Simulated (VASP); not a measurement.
A run of VASP 6.6.1 is set up as follows.

The input POSCAR:

```
Ni
1.0
    0.0000000000      1.7394142380      1.7394142380
    1.7394142380      0.0000000000      1.7394142380
    1.7394142380      1.7394142380      0.0000000000
Ni
1
Direct
    0.0000000000      0.0000000000      0.0000000000
```

Contents of INCAR.step1:

```
SYSTEM = Ni
PREC     = Accurate       ! precision mode
ENCUT    = 660            ! plane-wave cutoff, eV
ISMEAR   = -1             ! smearing method
SIGMA    = 0.1            ! smearing width, eV
LREAL    = .FALSE.        ! projectors in reciprocal space
LASPH    = .TRUE.         ! aspherical terms in the spheres
NELM     = 200            ! most SCF steps
ISPIN    = 2              ! spin polarisation
MAGMOM   = 1              ! initial moments
LMAXMIX  = 4              ! l up to which the mixer works
NBANDS   = 15             ! bands
GGA      = PE             ! functional
ALGO     = Normal         ! electronic algorithm
EDIFF    = 1E-5           ! SCF threshold, eV
LWAVE    = .TRUE.         ! write WAVECAR
LCHARG   = .FALSE.        ! write CHGCAR
GGA_COMPAT= .FALSE.
```

The input INCAR.step2:

```
SYSTEM = Ni
PREC     = Accurate       ! precision mode
ENCUT    = 660            ! plane-wave cutoff, eV
EDIFF    = 1E-6           ! SCF threshold, eV
ISMEAR   = -1             ! smearing method
SIGMA    = 0.1            ! smearing width, eV
LREAL    = .FALSE.        ! projectors in reciprocal space
LASPH    = .TRUE.         ! aspherical terms in the spheres
NELM     = 200            ! most SCF steps
ALGO     = Normal         ! electronic algorithm
ISIF     = 2              ! what is computed and relaxed
LWAVE    = .FALSE.        ! write WAVECAR
LCHARG   = .FALSE.        ! write CHGCAR
ISPIN    = 2              ! spin polarisation
MAGMOM   = 1              ! initial moments
LORBIT   = 11             ! projections on sites
LMAXMIX  = 4              ! l up to which the mixer works
METAGGA  = R2SCAN         ! meta-GGA
LMIXTAU  = .TRUE.       
NBANDS   = 15             ! bands
ISTART   = 1            
GGA_COMPAT= .FALSE.
```

KPOINTS

```
regular mesh
0
G
  21 21 21
  0 0 0
```

Potentials or basis: VASP PAW PBE potentials, release 64 (Ni).

Command:

```console
$ cat potpaw_PBE.64/Ni/POTCAR > POTCAR
$ cp INCAR.step1 INCAR
$ mpirun -np 1 vasp_std > vasp.out
$ cp INCAR.step2 INCAR
$ mpirun -np 1 vasp_std > vasp.out
```

Estimate the site moments.

Ni +0.73 μB.

Predict the net moment.

0.71 μB per cell.
